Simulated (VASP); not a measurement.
# Al15CoN16 (a cell with a defect) in VASP: notebook, part 2 of 2

VASP 6.6.1. Earlier steps stand in the parts before.

## Step 3: Single point, PBEsol+U, collinear spin, zero start

INCAR reads:

```
PREC = Accurate ; ENCUT = 450
EDIFF = 1E-5 ; ISMEAR = 0
SIGMA = 0.03 ; LREAL = Auto
LASPH = True ; NELM = 120
ALGO = Normal ; ISIF = 2
LWAVE = False ; LCHARG = False
ISPIN = 2 ; MAGMOM = 0.01 0 0 0 0 0 0 0 0 0 0 0 0 0 0 0 0 0 0 0 0 0 0 0 0 0 0 0 0 0 0 0
LORBIT = 11 ; LMAXMIX = 4
LDAU = True ; LDAUTYPE = 2
LDAUL = 2 -1 -1 ; LDAUU = 4 0 0
LDAUJ = 0 0 0 ; LDAUPRINT = 1
GGA = PS ; ISYM = 0
KPAR = 4
```

KPOINTS reads:

```
Automatic mesh
0
Gamma
  3 3 2
```

POSCAR reads:

```
Al15CoN16                               
1.0
    6.2200008610      0.0000000000      0.0000000000
   -3.1100004305      5.3866787572      0.0000000000
    0.0000000000      0.0000000000      9.9600000000
  Co              Al              N             
     1    15    16
Direct
     0.3341517704270011    0.1675337091565167    0.9986268575881685
     0.3333084205418342    0.1669409530537067    0.5008806357173993
     0.3379363147255389    0.6693135799170372    0.0024218680270976
     0.3339510972662337    0.6672380686215328    0.5003196588738066
     0.8339641960547760    0.1667853494807151    0.0019484193520286
     0.8339330870549705    0.1673855103684704    0.5003312334834322
     0.8342314921492290    0.6683784441478363    0.0017895668474089
     0.8342520243798512    0.6671848218070588    0.5001564605361865
     0.1648748101367810    0.3340946711668045    0.2496547545218947
     0.1686994961582306    0.3349962916813758    0.7516404109015153
     0.1653376916738098    0.8314039225744122    0.2493641839637951
     0.1685412995839319    0.8349688506858706    0.7515779124570001
     0.6649173311513612    0.3330972424968844    0.2489071407626827
     0.6687183504741792    0.3347287670578568    0.7509344471382082
     0.6671729768200897    0.8339379434412779    0.2516722080886704
     0.6680690483235984    0.8345314823067134    0.7506633865152035
     0.3277874094302373    0.1642741506264317    0.1902472888702413
     0.3346878730759592    0.1679867412414150    0.6920537909661256
     0.3347035766419281    0.6674185241787787    0.1926567685859928
     0.3345814263270291    0.6680694082177884    0.6914421200053485
     0.8317354611161482    0.1666423547430849    0.1923599254042243
     0.8352970110464106    0.1678571964727196    0.6913888731629833
     0.8320939939190466    0.6662934967801724    0.1922666274869010
     0.8352132861333771    0.6681279868546343    0.6912178275518631
     0.1672672189404861    0.3336686468383359    0.4409577166814423
     0.1670038057008919    0.3386334583756991    0.9435241307608662
     0.1676393802437668    0.8342918830474004    0.4406750349526277
     0.1672322010233522    0.8292054602514415    0.9432608251694683
     0.6656548040765845    0.3331267747808290    0.4404918619409739
     0.6756944291200940    0.3383775572267105    0.9404437720353233
     0.6674764723178163    0.8339956720128683    0.4421431643083005
     0.6693722439654421    0.8350950803876006    0.9415631273428269
```

Potentials or basis: VASP PAW PBE potentials, release 64 (Co, Al, N).

Started as:

```
$ cat potpaw_PBE.64/Co/POTCAR potpaw_PBE.64/Al/POTCAR potpaw_PBE.64/N/POTCAR > POTCAR
$ mpirun -np 4 vasp_std > vasp.out
```

Run time: 12 min. Hardware: 4 MPI ranks of Intel Xeon 6975P-C (Granite Rapids), shared host; peak memory 0.71 GiB.

The run converged. Its results:

```
Free energy                                           : -246.0761 eV
Largest force                                         : 0.304 eV/Å
Net moment                                            : 0.62 μB per cell
Site moments                                          : Co +0.62; Al +0.00, -0.00 (each value once); N -0.04, +0.00, -0.00, -0.02, -0.01 (each value once) μB
Valence electrons inside the program's atomic spheres : Co 8.36; Al 0.81, 0.82 (each value once); N 3.79, 3.83, 3.85, 3.84, 3.80 (each value once)
```

Forces on the atoms (eV/Å):
```
Co   0.066  0.021 -0.009
Al  -0.008 -0.005 -0.061
Al   0.196  0.142  0.183
Al  -0.010  0.003 -0.016
Al  -0.146 -0.038  0.048
Al  -0.013  0.008 -0.016
Al  -0.036 -0.114  0.030
Al  -0.010 -0.008 -0.001
Al   0.035 -0.030  0.012
Al  -0.052  0.024 -0.097
Al  -0.027  0.066  0.032
Al  -0.007 -0.058 -0.089
Al  -0.087 -0.067 -0.045
Al   0.037  0.044  0.022
Al  -0.006  0.002 -0.003
Al   0.036  0.000 -0.018
N    0.101  0.003  0.138
N   -0.006 -0.006  0.062
N   -0.038 -0.017 -0.040
N    0.022 -0.013  0.039
N    0.022 -0.009 -0.032
N    0.017  0.012  0.007
N   -0.003  0.008 -0.033
N    0.007  0.025  0.009
N   -0.011  0.015  0.033
N   -0.032 -0.086 -0.160
N   -0.006 -0.025  0.058
N   -0.194 -0.012 -0.053
N    0.011  0.011  0.046
N    0.134  0.101 -0.022
N   -0.003 -0.005  0.006
N    0.009  0.011 -0.030
```

Levels at points of the mesh, in eV from the Fermi level:
Spin up:
| k point | band 63 | band 64 | band 65 | band 66 | band 67 | band 68 | band 69 | band 70 | band 71 | band 72 |
| --- | --- | --- | --- | --- | --- | --- | --- | --- | --- | --- |
| (0.00, 0.00, 0.00) | -1.66 | -1.65 | -1.52 | -1.40 | -0.31 | 0.52 | 0.62 | 2.85 | 3.86 | 3.87 |
| (0.00, 0.00, 0.50) | -1.76 | -1.75 | -1.48 | -1.47 | -0.38 | 0.48 | 0.57 | 3.60 | 3.60 | 3.65 |
Spin down:
| k point | band 63 | band 64 | band 65 | band 66 | band 67 | band 68 | band 69 | band 70 | band 71 | band 72 |
| --- | --- | --- | --- | --- | --- | --- | --- | --- | --- | --- |
| (0.00, 0.00, 0.00) | -1.65 | -1.63 | -1.38 | -1.19 | 0.16 | 1.17 | 1.85 | 2.85 | 3.87 | 3.87 |
| (0.00, 0.00, 0.50) | -1.73 | -1.70 | -1.34 | -1.29 | 0.15 | 1.08 | 1.81 | 3.60 | 3.60 | 3.65 |

Eigenvalues of the final occupation matrices:
```tsv
site	spin	trace	eigenvalues
site 1 d	1	3.99	0.42 0.66 0.97 0.97 0.97
site 1 d	2	3.35	0.26 0.29 0.86 0.97 0.97
```

Caveat: the k points lie up to 0.39 Å⁻¹ apart; the PAW data sets were made with another functional, which shifts forces and pressure a little.

## Step 4: Single point, PBEsol+U, collinear spin, zero start

INCAR reads:

```
PREC = Accurate ; ENCUT = 450
EDIFF = 1E-5 ; ISMEAR = 0
SIGMA = 0.03 ; LREAL = Auto
LASPH = True ; NELM = 120
ALGO = Normal ; ISIF = 2
LWAVE = False ; LCHARG = False
ISPIN = 2 ; MAGMOM = 0 0 0 0 0 0 0 0 0 0 0 0 0 0 0 0 0 0 0 0 0 0 0 0 0 0 0 0 0 0 0 0
LORBIT = 11 ; NUPDOWN = 0
LMAXMIX = 4 ; LDAU = True
LDAUTYPE = 2 ; LDAUL = 2 -1 -1
LDAUU = 6 0 0 ; LDAUJ = 0 0 0
LDAUPRINT = 1 ; GGA = PS
ISYM = 0 ; KPAR = 4
```

KPOINTS is that of step 3.

POSCAR is that of step 3.

Started as:

```
$ cat potpaw_PBE.64/Co/POTCAR potpaw_PBE.64/Al/POTCAR potpaw_PBE.64/N/POTCAR > POTCAR
$ mpirun -np 4 vasp_std > vasp.out
```

Wall time 25 min (4 MPI ranks of Intel Xeon 6975P-C (Granite Rapids), shared host); peak memory 0.72 GiB.

It converged, with:

| Quantity | Value |
| --- | --- |
| Free energy | -244.2054 eV |
| Largest force | 0.589 eV/Å |
| Net moment | 0.00 μB per cell |
| Valence electrons inside the program's atomic spheres | Co 8.47; Al 0.81, 0.82 (each value once); N 3.79, 3.83, 3.85, 3.84, 3.78 (each value once) |

Forces in eV/Å, atoms in the order of the input:
```
Co  -0.147 -0.086 -0.348
Al   0.012  0.011 -0.102
Al   0.156  0.090  0.197
Al   0.002  0.005 -0.029
Al  -0.004 -0.185  0.180
Al  -0.029  0.016 -0.043
Al  -0.157  0.073  0.194
Al  -0.014 -0.029 -0.033
Al   0.085 -0.016 -0.072
Al  -0.096  0.053 -0.072
Al   0.011  0.091 -0.047
Al   0.006 -0.115 -0.083
Al  -0.160 -0.110 -0.025
Al   0.041  0.033 -0.210
Al  -0.024 -0.007 -0.027
Al   0.022 -0.003 -0.003
N    0.325  0.186 -0.137
N    0.018  0.003  0.154
N   -0.046 -0.015 -0.017
N    0.034 -0.004  0.017
N   -0.004  0.010 -0.051
N    0.000  0.021  0.037
N    0.008 -0.021 -0.055
N    0.009  0.006  0.052
N   -0.006 -0.005  0.056
N    0.189  0.075 -0.038
N   -0.021 -0.003  0.075
N    0.153  0.131  0.002
N    0.028  0.021  0.100
N   -0.386 -0.226  0.384
N    0.006 -0.001  0.020
N   -0.011  0.003 -0.078
```

Eigenvalues of the final occupation matrices:
| site | spin | trace | eigenvalues |
| --- | --- | --- | --- |
| site 1 d | 1 | 3.74 | 0.33 0.64 0.82 0.98 0.98 |
| site 1 d | 2 | 3.74 | 0.33 0.64 0.82 0.98 0.98 |

Caveat: the k points lie up to 0.39 Å⁻¹ apart; the PAW data sets were made with another functional, which shifts forces and pressure a little; the total moment is fixed, so each spin has its own Fermi level.

## Step 5: The runs side by side

```tsv
task	U	fixed moment (μB)	cell	moment (μB)	largest force (eV/Å)
relaxation of the atoms	Co d U = 4 eV	0	atoms relaxed, atomic positions A	0.00	0.03
single point	Co d U = 4 eV	-	as given, atomic positions B	0.62	0.30
single point	Co d U = 6 eV	0	as given, atomic positions B	0.00	0.59
```

Alike in all rows: level PBEsol+U; potentials or basis VASP PAW PBE potentials, release 64 (Co, Al, N); spin collinear, zero start; k mesh 3 × 3 × 2; cutoff (eV) 450; smearing gaussian 0.03 eV.

Caveats: all runs use coarse meshes; the PAW data sets were made with another functional, which shifts forces and pressure a little; the total moment is fixed, so each spin has its own Fermi level (at least some runs).

Absolute energies hang on the potentials; compare differences alone.
